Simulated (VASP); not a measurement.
Input of a VASP 6.6.1 run:

The input INCAR:

```
SYSTEM = Cu
ALGO = Normal ; EDIFF = 1E-6
ENCUT = 520 ; GGA = PS
ISIF = 2 ; ISMEAR = 0
LASPH = .True. ; LCHARG = .True.
LELF = .True. ; LREAL = .False.
LVHAR = .True. ; LWAVE = .False.
NBANDS = 12 ; NELM = 80
PREC = Accurate ; SIGMA = 0.15
```

File KPOINTS:

```
k-points
0
Gamma
  22 22 22
  0 0 0
```

The input POSCAR:

```
Cu
1.0
    0.0000000000      1.8075000000      1.8526875000
    1.8075000000      0.0000000000      1.8526875000
    1.8075000000      1.8075000000      0.0000000000
Cu
1
Direct
    0.0000000000      0.0000000000      0.0000000000
```

Potentials or basis: VASP PAW PBE potentials, release 64 (Cu).

Run with:

```bash
$ cat potpaw_PBE.64/Cu/POTCAR > POTCAR
$ mpirun -np 1 vasp_std > vasp.out
```

Question: Predict the pressure.

Answer: -8.9 GPa.

Stress tensor (GPa, compression positive):
```
-8.41  0.00  0.00
 0.00 -8.41  0.00
 0.00  0.00 -9.86
```

Caveat: the cell differs from its parent crystal (strain +0.000 along x and y, +0.025 along z); the PAW data sets were made with another functional, which shifts forces and pressure a little.
